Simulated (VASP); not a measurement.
# Y2HfF (P4/mmm) in VASP: notebook, part 2 of 2

VASP 6.6.1. Earlier steps stand in the parts before.

### Step 4. Relaxation of cell and atoms, PBE

The input, INCAR:

```
SYSTEM = Y2HfF
ALGO = Normal
EDIFF = 1E-7
EDIFFG = -0.04
ENCUT = 600
GGA = PE
IBRION = 2
ISIF = 3
ISMEAR = 0
LASPH = .TRUE.
LCHARG = .FALSE.
LREAL = .FALSE.
LWAVE = .FALSE.
NELM = 80
NSW = 90
PREC = Accurate
SIGMA = 0.1
```

The input, KPOINTS:

```
k-points
0
G
  6 6 4
  0 0 0
```

The input, POSCAR:

```
Y2HfF
1.0
    3.5843360600      0.0000000000      0.0000000000
    0.0000000000      3.5843360600      0.0000000000
    0.0000000000      0.0000000000      7.2488680600
Y Hf F
2 1 1
Direct
    0.5000000000      0.5000000000      0.1808582300
    0.5000000000      0.5000000000      0.8191417700
    0.0000000000      0.0000000000      0.0000000000
    0.5000000000      0.5000000000      0.5000000000
```

Potentials or basis: VASP PAW PBE potentials, release 64 (Y_sv, Hf_pv, F).

Started as:

```sh
$ cat potpaw_PBE.64/Y_sv/POTCAR potpaw_PBE.64/Hf_pv/POTCAR potpaw_PBE.64/F/POTCAR > POTCAR
$ mpirun -np 1 vasp_std > vasp.out
```

OUTCAR:

```text
SYSTEM = Y2HfF
   EDIFF = 1E-7
   EDIFFG = -0.04
   ENCUT = 600
   GGA = PE
   IBRION = 2
   ISIF = 3
   ISMEAR = 0
   LASPH = .TRUE.
   LREAL = .FALSE.
   NELM = 80
   NSW = 90
   PREC = Accurate

 ion  position               nearest neighbor table
   1  0.500  0.500  0.181-   4 2.31   2 2.62   3 2.85   3 2.85   3 2.85   3 2.85
   2  0.500  0.500  0.819-   4 2.31   1 2.62   3 2.85   3 2.85   3 2.85   3 2.85
   3  0.000  0.000  0.000-   1 2.85   2 2.85   1 2.85   2 2.85   1 2.85   2 2.85   1 2.85   2 2.85

   4  0.500  0.500  0.500-   1 2.31   2 2.31

  LATTYP: Found a simple tetragonal cell.
 ALAT       =     3.5843360600
 C/A-ratio  =     2.0223740014

  Lattice vectors:

 A1 = (   3.5843360600,   0.0000000000,   0.0000000000)
 A2 = (   0.0000000000,   3.5843360600,   0.0000000000)
 A3 = (   0.0000000000,   0.0000000000,   7.2488680600)

[... 922 lines left out ...]

  energy  without entropy=      -28.0473277691  energy(sigma->0) =      -28.06110861

[... ionic steps 4 to 12 ...]

--------------------------------------- Ionic step       13  -------------------------------------------

 number of electron      38.9999994 magnetization

------------------------ aborting loop because EDIFF is reached ----------------------------------------
[... 71 lines left out ...]
--------------------------------------- Ionic step       15  -------------------------------------------

 number of electron      38.9999994 magnetization

 Free energy of the ion-electron system (eV)
  ---------------------------------------------------
  ext. energy  EPLUGINS =         0.00000000
  ---------------------------------------------------
  free energy    TOTEN  =       -29.02302529 eV

  energy without entropy =      -28.99104916  energy(sigma->0) =      -29.00703723

 E-fermi :   2.9870     XC(G=0):  -9.2936

 val. band max:        2.9817669379   @ k =   0.0000   0.0000   0.2500
 cond. band min:       2.9906976801   @ k =   0.3333   0.3333   0.5000
 fundamental gap:      0.0089307423
 Fermi energy:         2.9870385508

 k-point     1 :       0.0000    0.0000    0.0000
  band No.  band energies     occupation
      1     -39.8015      2.00000
      2     -39.7969      2.00000
      3     -27.6796      2.00000
      4     -27.5718      2.00000
      5     -27.5718      2.00000
      6     -22.6967      2.00000
[... 646 lines left out ...]
  FREE ENERGIE OF THE ION-ELECTRON SYSTEM (eV)
  ---------------------------------------------------
  free  energy   TOTEN  =       -29.0230252931 eV

  energy  without entropy=      -28.9910491645  energy(sigma->0) =      -29.00703723

 reached required accuracy - stopping structural energy minimisation
```

OSZICAR:

```text
N       E                     dE             d eps       ncg     rms          rms(c)
DAV:   1     0.255925298246E+03    0.25593E+03   -0.22409E+04  1380   0.179E+03
DAV:   2    -0.416947391129E+01   -0.26009E+03   -0.25726E+03  1590   0.415E+02
DAV:   3    -0.262909011543E+02   -0.22121E+02   -0.21728E+02  2256   0.857E+01
[... 192 lines left out ...]
DAV:   4    -0.290230259022E+02    0.12642E-04   -0.65994E-05  1625   0.364E-02    0.231E-02
DAV:   5    -0.290230245786E+02    0.13236E-05   -0.87262E-06  2041   0.135E-02    0.880E-03
DAV:   6    -0.290230251926E+02   -0.61406E-06   -0.19281E-06  1752   0.739E-03    0.343E-03
DAV:   7    -0.290230253018E+02   -0.10921E-06   -0.24067E-07  1161   0.298E-03    0.189E-03
DAV:   8    -0.290230252931E+02    0.87666E-08   -0.53105E-08   802   0.155E-03
  15 F= -.29023025E+02 E0= -.29007037E+02  d E =-.173265E-03
```

CONTCAR:

```text
Y2HfF
   1.00000000000000
     3.4774999218679126    0.0000000000000000    0.0000000000000000
    -0.0000000000000000    3.4774999218679126    0.0000000000000000
     0.0000000000000000    0.0000000000000000    8.7712516972249208
  Y               Hf              F
     2     1     1
Direct
     0.5000000000000000    0.5000000000000000    0.2498303464217536
     0.5000000000000000    0.5000000000000000    0.7501696535782466
     0.0000000000000000    0.0000000000000000    0.0000000000000000
     0.5000000000000000    0.5000000000000000    0.5000000000000000

  0.00000000E+00  0.00000000E+00  0.00000000E+00
  0.00000000E+00  0.00000000E+00  0.00000000E+00
  0.00000000E+00  0.00000000E+00  0.00000000E+00
  0.00000000E+00  0.00000000E+00  0.00000000E+00
```

Wall time 17 min (1 thread of Intel Xeon 6975P-C, shared host); peak memory 0.31 GiB.

Results:

```yaml
Free_energy: -29.0230 eV
Relaxed_volume: 26.52 Å³/atom
Relaxed_cell: a = 3.477 Å, b = 3.477 Å, c = 8.771 Å, α = 90.00°, β = 90.00°, γ = 90.00°
Space_group_after_relaxing_to_0.05_Å: P4/mmm (No. 123)
Energy_gained_by_relaxing: 948.6 meV/atom
Ionic_steps: 15
Pressure_after_relaxing: 0.0 GPa
Largest_force_after_relaxing: 0.007 eV/Å
```

Forces in eV/Å, atoms in the order of the input:
```
Y    0.000  0.000  0.007
Y    0.000  0.000 -0.007
Hf   0.000  0.000  0.000
F    0.000  0.000  0.000
```

Step by step:
```tsv
step	energy change (eV)	largest force (eV/Å)	pressure (GPa)	volume (Å³)
1	0.0000	5.2935	16.58	93.13
2	-2.8259	0.8374	-3.19	129.46
3	-2.8464	1.1614	-2.12	126.10
4	-2.8458	1.2357	-1.87	125.38
5	-3.1123	0.7149	-1.05	120.93
6	-3.5162	1.1213	2.77	108.30
7	-3.6269	1.0298	2.00	107.74
8	-3.7531	0.7572	0.52	105.97
9	-3.7547	0.7212	0.36	105.67
10	-3.7695	0.5651	0.13	106.01
11	-3.7916	0.1336	-0.45	107.02
12	-3.7922	0.0554	-0.55	107.21
13	-3.7938	0.0367	-0.27	106.66
14	-3.7944	0.0171	0.03	106.10
15	-3.7946	0.0068	-0.01	106.07
```

Final structure:
```xyz
4
Lattice="3.4775 0.0000 0.0000 0.0000 3.4775 0.0000 0.0000 0.0000 8.7713" Properties=species:S:1:pos:R:3 pbc="T T T"
Y     1.7387    1.7387    2.1913
Y     1.7387    1.7387    6.5799
Hf    0.0000    0.0000    0.0000
F     1.7387    1.7387    4.3856
```

Levels at points of the mesh, in eV from the Fermi level:
```csv
k point,band 15,band 16,band 17,band 18,band 19,band 20,band 21,band 22,band 23
"(0.00, 0.00, 0.00)",-6.19,-5.14,-2.72,-2.30,-1.33,0.03,1.42,1.64,1.64
"(0.50, 0.00, 0.00)",-6.14,-2.87,-1.66,-1.38,0.33,0.59,0.60,1.28,1.40
"(0.50, 0.50, 0.00)",-6.68,-2.14,-1.61,-0.93,-0.87,-0.87,0.44,0.44,3.27
"(0.00, 0.00, 0.50)",-6.19,-4.93,-3.01,-2.09,-1.32,-0.04,1.48,1.73,1.73
"(0.50, 0.00, 0.50)",-6.14,-2.91,-1.74,-1.23,0.36,0.72,0.82,1.24,1.36
"(0.50, 0.50, 0.50)",-6.68,-2.07,-1.44,-1.09,-0.77,-0.77,0.25,0.25,3.57
```

Caveat: spin-orbit coupling is left out, which moves the levels of the heavy elements; an odd number of electrons without spin polarisation forces a metal; a magnetic or distorted state may lie lower.

### Step 5. Single point, PBE

This run uses another cell than the first one, of 26.60 Å³/atom, 1.143 times its volume.

The input, INCAR:

```
SYSTEM = Y2HfF
PREC     = Accurate       ! precision mode
ENCUT    = 520            ! plane-wave cutoff, eV
EDIFF    = 1E-6           ! SCF threshold, eV
ISMEAR   = 0              ! smearing method
SIGMA    = 0.1            ! smearing width, eV
LREAL    = .FALSE.        ! projectors in reciprocal space
LASPH    = .TRUE.         ! aspherical terms in the spheres
NELM     = 60             ! most SCF steps
ALGO     = Normal         ! electronic algorithm
ISIF     = 2              ! what is computed and relaxed
LWAVE    = .FALSE.        ! write WAVECAR
LCHARG   = .TRUE.         ! write CHGCAR
GGA      = PE             ! functional
LELF     = .TRUE.         ! ELF
LVHAR    = .TRUE.       
NBANDS   = 28             ! bands
```

The input, KPOINTS:

```
regular mesh
0
G
  14 14 6
  0 0 0
```

The input, POSCAR:

```
Y2HfF
1.0
    3.4723879174      0.0000000000      0.0000000000
    0.0000000000      3.4723879174      0.0000000000
    0.0000000000      0.0000000000      8.8258285418
Y Hf F
2 1 1
Direct
    0.5000000000      0.5000000000      0.2510701956
    0.5000000000      0.5000000000      0.7489298044
    0.0000000000      0.0000000000      0.0000000000
    0.5000000000      0.5000000000      0.5000000000
```

Started as:

```sh
$ cat potpaw_PBE.64/Y_sv/POTCAR potpaw_PBE.64/Hf_pv/POTCAR potpaw_PBE.64/F/POTCAR > POTCAR
$ mpirun -np 1 vasp_std > vasp.out
```

It took 6 min on 1 thread of Intel Xeon 6975P-C, shared host; peak memory 0.57 GiB.

The run converged. Its results:

```
Free energy   : -29.0347 eV
Pressure      : -0.2 GPa
Largest force : 0.020 eV/Å
```

Forces on the atoms (eV/Å):
```
Y    0.000  0.000 -0.020
Y    0.000  0.000  0.020
Hf   0.000  0.000  0.000
F    0.000  0.000  0.000
```

Levels at points of the mesh, in eV from the Fermi level:
```tsv
k point	band 17	band 18	band 19	band 20	band 21	band 22
(0.00, 0.00, 0.00)	-2.71	-2.28	-1.26	0.05	1.39	1.57
(0.50, 0.00, 0.00)	-1.61	-1.34	0.38	0.58	0.61	1.37
(0.50, 0.50, 0.00)	-1.56	-0.92	-0.83	-0.83	0.49	0.49
(0.00, 0.00, 0.50)	-3.00	-2.07	-1.24	-0.01	1.46	1.79
(0.50, 0.00, 0.50)	-1.70	-1.18	0.41	0.71	0.84	1.33
(0.50, 0.50, 0.50)	-1.40	-1.07	-0.73	-0.73	0.30	0.30
```

Caveat: spin-orbit coupling is left out, which moves the levels of the heavy elements; an odd number of electrons without spin polarisation forces a metal; a magnetic or distorted state may lie lower.

### Step 6. Overview

| task | cell | k mesh | cutoff (eV) | gap on the mesh (eV) | pressure (GPa) | largest force (eV/Å) |
| --- | --- | --- | --- | --- | --- | --- |
| single point | a = 3.584, b = 3.584, c = 7.249 Å, 4 atoms | 6 × 6 × 4 | 520 | none | 16.6 | 5.29 |
| single point | a = 3.477, b = 3.477, c = 8.810 Å, 4 atoms | 6 × 6 × 4 | 520 | none | -0.2 | 0.02 |
| relaxation of cell and atoms | relaxed from a = 3.584, b = 3.584, c = 7.249 Å, 4 atoms | 6 × 6 × 4 | 600 | none | 0.0 | 0.01 |
| single point | a = 3.472, b = 3.472, c = 8.826 Å, 4 atoms | 14 × 14 × 6 | 520 | none | -0.2 | 0.02 |

Alike in all rows: level PBE; potentials or basis VASP PAW PBE potentials, release 64 (Y_sv, Hf_pv, F); no spin polarisation; smearing gaussian 0.1 eV.

Caveats: spin-orbit coupling is left out, which moves the levels of the heavy elements; an odd number of electrons without spin polarisation forces a metal; a magnetic or distorted state may lie lower.

Absolute energies hang on the potentials; compare differences alone.
